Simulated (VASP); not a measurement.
# TiSi (Fm-3m) in VASP: a series of runs

TiSi is run at these levels: PBEsol; tasks: vibrations by perturbation theory.

Program: VASP 6.6.1. These are calculated values, not measurements. Logs are shortened: lines on timing, memory, paths and dates and some standing lists are left out, and cuts for length are marked.

## (1) The cell of the first run

It takes space group Fm-3m (No. 225, cubic). The conventional cell has a = 5.124 Å, b = 5.124 Å, c = 5.124 Å, α = 90.00°, β = 90.00°, γ = 90.00°. Within 3.4 Å of Ti (site symmetry m-3m) lie 6 Si at 2.56 Å. Within 3.4 Å of Si (site symmetry m-3m) lie 6 Ti at 2.56 Å.

## (2) Vibrations by perturbation theory, PBEsol

Contents of INCAR:

```
SYSTEM = TiSi
PREC     = Accurate       ! precision mode
ENCUT    = 520            ! plane-wave cutoff, eV
EDIFF    = 1E-8           ! SCF threshold, eV
ISMEAR   = -1             ! smearing method
SIGMA    = 0.15           ! smearing width, eV
LREAL    = .False.        ! projectors in reciprocal space
LASPH    = .True.         ! aspherical terms in the spheres
NELM     = 80             ! most SCF steps
ALGO     = Normal         ! electronic algorithm
ISIF     = 2              ! what is computed and relaxed
LWAVE    = .False.        ! write WAVECAR
LCHARG   = .True.         ! write CHGCAR
GGA      = PS             ! functional
IBRION   = 8              ! ionic algorithm
NSW      = 1              ! ionic steps
```

Contents of KPOINTS:

```
regular mesh
0
Gamma
  14 14 14
  0 0 0
```

Contents of POSCAR:

```
TiSi
1.0
    0.0000000000      2.5621000000      2.5621000000
    2.5621000000      0.0000000000      2.5621000000
    2.5621000000      2.5621000000      0.0000000000
Ti Si
1 1
Direct
    0.0000000000      0.0000000000      0.0000000000
    0.5000000000      0.5000000000      0.5000000000
```

Potentials or basis: VASP PAW PBE potentials, release 64 (Ti_sv, Si).

Launch:

```console
$ cat potpaw_PBE.64/Ti_sv/POTCAR potpaw_PBE.64/Si/POTCAR > POTCAR
$ mpirun -np 1 vasp_std > vasp.out
```

OUTCAR:

```text
SYSTEM = TiSi
   PREC = Accurate
   ENCUT = 520
   EDIFF = 1E-8
   ISMEAR = -1
   LREAL = .False.
   LASPH = .True.
   NELM = 80
   ISIF = 2
   GGA = PS
   IBRION = 8
   NSW = 1

 ion  position               nearest neighbor table
   1  0.000  0.000  0.000-   2 2.56   2 2.56   2 2.56   2 2.56   2 2.56   2 2.56
   2  0.500  0.500  0.500-   1 2.56   1 2.56   1 2.56   1 2.56   1 2.56   1 2.56

  LATTYP: Found a face centered cubic cell.
 ALAT       =     5.1242000000

  Lattice vectors:

 A1 = (   0.0000000000,   2.5621000000,   2.5621000000)
 A2 = (   2.5621000000,   0.0000000000,   2.5621000000)
 A3 = (   2.5621000000,   2.5621000000,   0.0000000000)

Analysis of symmetry for initial positions (statically):
=====================================================================
 Subroutine PRICEL returns:
 Original cell was already a primitive cell.

 Routine SETGRP: Setting up the symmetry group for a
 face centered cubic supercell.

 Subroutine GETGRP returns: Found 48 space group operations
 (whereof 48 operations were pure point group operations)
 out of a pool of 48 trial point group operations.

The static configuration has the point symmetry O_h .

Analysis of symmetry for dynamics (positions and initial velocities):
=====================================================================
 Subroutine PRICEL returns:
 Original cell was already a primitive cell.

 Routine SETGRP: Setting up the symmetry group for a
 face centered cubic supercell.

 Subroutine GETGRP returns: Found 48 space group operations
 (whereof 48 operations were pure point group operations)
 out of a pool of 48 trial point group operations.

The dynamic configuration has the point symmetry O_h .

 Subroutine INISYM returns: Found 48 space group operations
 (whereof 48 operations are pure point group operations),
 and found     1 'primitive' translations

----------------------------------------------------------------------------------------

                                     Primitive cell

  volume of cell :      33.6371

  direct lattice vectors                    reciprocal lattice vectors
     0.000000000  2.562100000  2.562100000    -0.195152414  0.195152414  0.195152414
     2.562100000  0.000000000  2.562100000     0.195152414 -0.195152414  0.195152414
     2.562100000  2.562100000  0.000000000     0.195152414  0.195152414 -0.195152414

  length of vectors
     3.623356568  3.623356568  3.623356568     0.338013896  0.338013896  0.338013896

  position of ions in fractional coordinates (direct lattice)
     0.000000000  0.000000000  0.000000000
     0.500000000  0.500000000  0.500000000

  ion indices of the primitive-cell ions
   primitive index   ion index
                 1           1
                 2           2

----------------------------------------------------------------------------------------

 KPOINTS: regular mesh

Automatic generation of k-mesh.
 Grid dimensions read from file:
 generate k-points for:   14   14   14

 Generating k-lattice:

  Cartesian coordinates                     Fractional coordinates (reciprocal lattice)
    -0.013939458  0.013939458  0.013939458     0.071428571  0.000000000  0.000000000
     0.013939458 -0.013939458  0.013939458     0.000000000  0.071428571  0.000000000
     0.013939458  0.013939458 -0.013939458     0.000000000  0.000000000  0.071428571

  Length of vectors
     0.024143850  0.024143850  0.024143850

  Shift w.r.t. Gamma in fractional coordinates (k-lattice)
     0.000000000  0.000000000  0.000000000

 Subroutine IBZKPT returns following result:
 ===========================================

 Found    104 irreducible k-points:

 Following reciprocal coordinates:
            Coordinates               Weight
  0.000000  0.000000  0.000000      1.000000
  0.071429  0.000000  0.000000      8.000000
  0.142857  0.000000  0.000000      8.000000
  0.214286  0.000000  0.000000      8.000000
  0.285714  0.000000  0.000000      8.000000
  0.357143  0.000000  0.000000      8.000000
[... 16 lines left out ...]
  0.214286  0.142857  0.000000     24.000000
  0.285714  0.142857  0.000000     24.000000
 [... further k-points ...]
   k-points           NKPTS =    104   k-points in BZ     NKDIM =    104   number of bands    NBANDS=     12
   number of dos      NEDOS =    301   number of ions     NIONS =      2
   total plane-waves  NPLWV =  21952
   dimension x,y,z NGX =    28 NGY =   28 NGZ =   28
   dimension x,y,z NGXF=    56 NGYF=   56 NGZF=   56
[... 25 lines left out ...]
   NUPDOWN=      -1.0000    fix difference up-down
   EMIN   =  10.00;   EMAX   =-10.00  energy-range for DOS
   EFERMI =   0.00;   METHOD = LEGACY
   ISMEAR =    -1;   SIGMA  =   0.15  broadening in eV -4-tet -1-fermi 0-gaus
   EFERMI_NEDOS =   21; number of points for ismear=-14 and -15
   IALGO  =     38    algorithm
   IMIX   =      4    mixing-type and parameters
     AMIX     =   0.40;   BMIX     =  1.00
     AMIX_MAG =   1.60;   BMIX_MAG =  1.00
  volume/ion in A,a.u.               =      16.82       113.50
  Fermi-wavevector in a.u.,A,eV,Ry     =   1.277935  2.414947 22.219916  1.633118
  Thomas-Fermi vector in A             =   2.410506
   LORBIT       =      0    0 simple, 1 ext, 2 COOP (PROOUT), +10 PAW based schemes
   GGA     = PS    functional components
   LHFCALC =     F    Hartree Fock is set to
   AEXX    =    0.0000 exact exchange contribution
   IVDW    =     0    specifies the selected vdW correction
   LEPSILON=     F    determine dielectric tensor
   LRPA    =     F    only Hartree local field effects (RPA)
 non-spin polarized calculation
  energy-cutoff  :      520.00
  volume of cell :       33.64
 maximum number of plane-waves:       934
   NGX = 13   NGY = 13   NGZ = 13

--------------------------------------- Ionic step        1  -------------------------------------------

 number of electron      15.9999996 magnetization

 Free energy of the ion-electron system (eV)
  ---------------------------------------------------
  ext. energy  EPLUGINS =         0.00000000
  ---------------------------------------------------
  free energy    TOTEN  =       -15.05633041 eV

  energy without entropy =      -14.99829692  energy(sigma->0) =      -15.02731366

 E-fermi :   7.9104     XC(G=0): -11.1306

 val. band max:        7.8987386785   @ k =   0.0714   0.0714   0.0000
 cond. band min:       7.9106407957   @ k =   0.0714   0.0714   0.0000
 fundamental gap:      0.0119021171
 Fermi energy:         7.9103548023

 k-point     1 :       0.0000    0.0000    0.0000
  band No.  band energies     occupation
      1     -48.7199      2.00000
      2     -25.0619      2.00000
      3     -25.0619      2.00000
      4     -25.0619      2.00000
      5      -2.1458      2.00000
      6       7.9492      0.87122
      7       7.9492      0.87122
      8       7.9492      0.87121
      9       8.3010      0.13770
     10       8.3010      0.13770
     11      11.1930      0.00000
     12      11.1930      0.00000
[... 331 lines left out ...]
 k-point    24 :       0.2857    0.1429    0.0000
  band No.  band energies     occupation
      1     -48.7150      2.00000
      2     -25.1069      2.00000
      3     -25.0742      2.00000
      4     -25.0730      2.00000
      5      -0.9448      2.00000
      6       5.8680      2.00000
      7       6.6954      1.99939
      8       7.3074      1.96472
      9       8.2628      0.17417
     10       8.8835      0.00304
     11      10.6889      0.00000
     12      11.8567      0.00000

 [... further k-points ...]

------------------------ aborting loop because EDIFF is reached ----------------------------------------

  FORCE on cell =-STRESS in cart. coord.  units (eV):
  Direction    XX          YY          ZZ          XY          YZ          ZX
  --------------------------------------------------------------------------------------
  -------------------------------------------------------------------------------------
  Total       -1.1524989     -1.1524989     -1.1524989      0.0000000      0.0000000      0.0000000
  in kB      -54.8950096    -54.8950096    -54.8950096      0.0000000      0.0000000      0.0000000
  external PRESSURE =     -54.8950096 kB  Pullay stress =       0.0000000 kB

 VOLUME and BASIS-vectors are now :
 -----------------------------------------------------------------------------
  energy-cutoff  :      520.00
  volume of cell :       33.64
      direct lattice vectors                 reciprocal lattice vectors
     0.000000000  2.562100000  2.562100000    -0.195152414  0.195152414  0.195152414
     2.562100000  0.000000000  2.562100000     0.195152414 -0.195152414  0.195152414
     2.562100000  2.562100000  0.000000000     0.195152414  0.195152414 -0.195152414

 POSITION                                       TOTAL-FORCE (eV/Angst)
 -----------------------------------------------------------------------------------
      0.00000      0.00000      0.00000         0.000000     -0.000000      0.000000
      2.56210      2.56210      2.56210        -0.000000      0.000000     -0.000000
 -----------------------------------------------------------------------------------
    total drift:                               -0.000000      0.000000      0.000000

  FREE ENERGIE OF THE ION-ELECTRON SYSTEM (eV)
  ---------------------------------------------------
  free  energy   TOTEN  =       -15.0563304102 eV

  energy  without entropy=      -14.9982969195  energy(sigma->0) =      -15.02731366

[... ionic steps 2 to 3 ...]

--------------------------------------- Ionic step        4  -------------------------------------------

------------------------ aborting loop because EDIFF is reached ----------------------------------------

[... ionic steps 5 to 6 ...]

--------------------------------------- Ionic step        7  -------------------------------------------

 Free energy of the ion-electron system (eV)
  ---------------------------------------------------
  ---------------------------------------------------
  free energy    TOTEN  =        -0.01741516 eV

  energy without entropy =       -0.01741517

------------------------ aborting loop because EDIFF is reached ----------------------------------------

 INTERNAL STRAIN TENSOR  FOR ION    2  DIRECTION 1   (eV/Angst):
 -----------------------------------------------------------------------------
    -0.02349  0.00000  0.00000
     0.00000  0.01162  0.00000
    -0.00000  0.00000  0.01162

 INTERNAL STRAIN TENSOR FOR ION    2 for displacements in x,y,z  (eV/Angst):
          X           Y           Z          XY          YZ          ZX
  --------------------------------------------------------------------------------
  x     0.00000     0.00000     0.00000     0.00000     0.00000     0.00000
  y     0.00000     0.00000     0.00000     0.00000     0.00000     0.00000
  z     0.00000     0.00000     0.00000     0.00000     0.00000     0.00000

 SECOND DERIVATIVES (NOT SYMMETRIZED)
 ------------------------------------
               1X          1Y          1Z          2X          2Y          2Z
  1X    -9.414099    0.000000    0.000000    9.414099    0.000000    0.000000
  1Y     0.000000   -9.414099    0.000000    0.000000    9.414099    0.000000
  1Z     0.000000    0.000000   -9.414099    0.000000    0.000000    9.414099
  2X     9.399322    0.000000    0.000000   -9.399322    0.000000    0.000000
  2Y     0.000000    9.399322    0.000000    0.000000   -9.399322    0.000000
  2Z     0.000000    0.000000    9.399322    0.000000    0.000000   -9.399322

 Eigenvectors and eigenvalues of the dynamical matrix
 ----------------------------------------------------

   1 f  =   11.395088 THz    71.597451 2PiTHz  380.099228 cm-1    47.126277 meV
             X         Y         Z           dx          dy          dz
      0.000000  0.000000  0.000000    -0.608339    0.000000    0.000000
      2.562100  2.562100  2.562100     0.793678    0.000000    0.000000
[... 21 lines left out ...]
   6 f/i=    0.004321 THz     0.027152 2PiTHz    0.144145 cm-1     0.017872 meV
             X         Y         Z           dx          dy          dz
      0.000000  0.000000  0.000000    -0.793678    0.000000    0.000000
      2.562100  2.562100  2.562100    -0.608339    0.000000    0.000000

--------------------------------------------------------------------------------------------------------

 ELASTIC MODULI CONTR FROM IONIC RELAXATION (kBar)
 Direction    XX          YY          ZZ          XY          YZ          ZX
 --------------------------------------------------------------------------------
 XX           0.0000      0.0000      0.0000      0.0000      0.0000      0.0000
 YY           0.0000      0.0000      0.0000      0.0000      0.0000      0.0000
 ZZ           0.0000      0.0000      0.0000      0.0000      0.0000      0.0000
 XY           0.0000      0.0000      0.0000      0.0000      0.0000      0.0000
 YZ           0.0000      0.0000      0.0000      0.0000      0.0000      0.0000
 ZX           0.0000      0.0000      0.0000      0.0000      0.0000      0.0000
 --------------------------------------------------------------------------------
```

It took 7.8 min on 1 thread of Intel Xeon Platinum 8488C (Sapphire Rapids), shared host; peak memory 0.37 GiB.

What came out:

```
Highest phonon frequency at Γ : 380 cm⁻¹
```

Phonon frequencies in cm⁻¹ (negative: imaginary):
```
              q point        frequencies
(0.000, 0.000, 0.000)  0 0 0 380 380 380
```

Caveat: the cell stands under pressure or tension, which shifts response properties; the PAW data sets were made with another functional, which shifts forces and pressure a little.

## (3) Vibrations by perturbation theory, PBEsol

This run uses another cell than the first one, of 14.11 Å³/atom.

Contents of INCAR:

```
  ALGO = Normal
  EDIFF = 1E-8
  ENCUT = 520
  GGA = PS
  IBRION = 8
  ISIF = 2
  ISMEAR = -1
  LASPH = True
  LCHARG = False
  LREAL = False
  LWAVE = False
  NBANDS = 15
  NELM = 100
  NSW = 1
  PREC = Accurate
  SIGMA = 0.15
```

Contents of KPOINTS:

```
k-points
0
Gamma
  16 16 16
```

Contents of POSCAR:

```
TiSi
1.0
    0.0000000000      2.4162000000      2.4162000000
    2.4162000000      0.0000000000      2.4162000000
    2.4162000000      2.4162000000      0.0000000000
Ti Si
1 1
Direct
    0.0000000000      0.0000000000      0.0000000000
    0.5000000000      0.5000000000      0.5000000000
```

Potentials or basis: VASP PAW PBE potentials, release 64 (Ti_sv, Si).

Launch:

```console
$ cat potpaw_PBE.64/Ti_sv/POTCAR potpaw_PBE.64/Si/POTCAR > POTCAR
$ mpirun -np 1 vasp_std > vasp.out
```

OUTCAR:

```text
EDIFF = 1E-8
   ENCUT = 520
   GGA = PS
   IBRION = 8
   ISIF = 2
   ISMEAR = -1
   LASPH = True
   LREAL = False
   NELM = 100
   NSW = 1
   PREC = Accurate

 ion  position               nearest neighbor table
   1  0.000  0.000  0.000-   2 2.42   2 2.42   2 2.42   2 2.42   2 2.42   2 2.42
   2  0.500  0.500  0.500-   1 2.42   1 2.42   1 2.42   1 2.42   1 2.42   1 2.42

  LATTYP: Found a face centered cubic cell.
 ALAT       =     4.8324000000

  Lattice vectors:

[... 687 lines left out ...]
               1X          1Y          1Z          2X          2Y          2Z
  1X   -15.430903    0.000000    0.000000   15.430903    0.000000    0.000000
  1Y     0.000000  -15.430903    0.000000    0.000000   15.430903    0.000000
  1Z     0.000000    0.000000  -15.430903    0.000000    0.000000   15.430903
  2X    15.436293    0.000000    0.000000  -15.436293    0.000000    0.000000
  2Y     0.000000   15.436293    0.000000    0.000000  -15.436293    0.000000
  2Z     0.000000    0.000000   15.436293    0.000000    0.000000  -15.436293

 Eigenvectors and eigenvalues of the dynamical matrix
 ----------------------------------------------------

   1 f  =   14.597776 THz    91.720531 2PiTHz  486.929389 cm-1    60.371523 meV
             X         Y         Z           dx          dy          dz
      0.000000  0.000000  0.000000     0.000000    0.607971    0.000000
      2.416200  2.416200  2.416200     0.000000   -0.793959    0.000000
[... 21 lines left out ...]
   6 f/i=    0.001230 THz     0.007731 2PiTHz    0.041045 cm-1     0.005089 meV
             X         Y         Z           dx          dy          dz
      0.000000  0.000000  0.000000     0.000000    0.000000    0.793959
      2.416200  2.416200  2.416200     0.000000    0.000000    0.607971

--------------------------------------------------------------------------------------------------------

 ELASTIC MODULI CONTR FROM IONIC RELAXATION (kBar)
 Direction    XX          YY          ZZ          XY          YZ          ZX
 --------------------------------------------------------------------------------
 XX           0.0000      0.0000      0.0000      0.0000      0.0000      0.0000
 YY           0.0000      0.0000      0.0000      0.0000      0.0000      0.0000
 ZZ           0.0000      0.0000      0.0000      0.0000      0.0000      0.0000
 XY           0.0000      0.0000      0.0000      0.0000      0.0000      0.0000
 YZ           0.0000      0.0000      0.0000      0.0000      0.0000      0.0000
 ZX           0.0000      0.0000      0.0000      0.0000      0.0000      0.0000
 --------------------------------------------------------------------------------
```

OSZICAR:

```text
N       E                     dE             d eps       ncg     rms          rms(c)
DAV:   1     0.111913794036E+03    0.11191E+03   -0.77385E+03  4357   0.117E+03
DAV:   2    -0.106122638513E+02   -0.12253E+03   -0.11661E+03  4630   0.313E+02
DAV:   3    -0.167542698460E+02   -0.61420E+01   -0.60246E+01  6370   0.667E+01
DAV:   4    -0.169254460968E+02   -0.17118E+00   -0.17101E+00  5016   0.984E+00
[... 53 lines left out ...]
RMM:  10    -0.169265584124E-01    0.44052E-07   -0.14044E-07 22004   0.844E-04    0.155E-04
RMM:  11    -0.169265879169E-01   -0.29504E-07   -0.23030E-07 22974   0.427E-04    0.118E-05
RMM:  12    -0.169265466381E-01    0.41279E-07   -0.14397E-07 25235   0.199E-04    0.762E-06
RMM:  13    -0.169265544315E-01   -0.77933E-08   -0.10074E-07 25492   0.970E-05    0.123E-05
RMM:  14    -0.169265577360E-01   -0.33046E-08   -0.43627E-08 24062   0.512E-05    0.672E-06
 Linear response finished
```

stdout:

```text
POSCAR found type information on POSCAR TiSi
 POSCAR found :  2 types and       2 ions
 scaLAPACK will be used
 -----------------------------------------------------------------------------
|                                                                             |
|                                                                             |
|     You enforced a specific xc type in the INCAR file but a different       |
|     I HOPE YOU KNOW WHAT YOU ARE DOING!                                     |
|                                                                             |
 -----------------------------------------------------------------------------

 LDA part: xc-table for (Slater+PW92), standard interpolation
 POSCAR, INCAR and KPOINTS ok, starting setup
 FFT: planning ... GRIDC
 FFT: planning ... GRID_SOFT
 FFT: planning ... GRID
 WAVECAR not read
 entering main loop
 Linear response reoptimize wavefunctions to high precision
 Linear response DOF=           2
 Linear response progress:
 first order change of Fermi-energy   0.87685E-03
 force on displaced ion       1 direction 1 : -15.431   0.000   0.000
 Linear response progress:
 first order change of Fermi-energy   0.29861E-03
 force on displaced ion       2 direction 1 : -15.436   0.000   0.000
 Linear response finished
```

It took 8.5 min on 1 thread of Intel Xeon Platinum 8488C (Sapphire Rapids), shared host; peak memory 0.43 GiB.

Results:

```yaml
Highest_phonon_frequency_at_Γ: 487 cm⁻¹
```

Phonon frequencies in cm⁻¹ (negative: imaginary):
```csv
q point,frequencies
"(0.000, 0.000, 0.000)",0 0 0 487 487 487
```

Caveat: the cell stands under pressure or tension, which shifts response properties; the PAW data sets were made with another functional, which shifts forces and pressure a little.
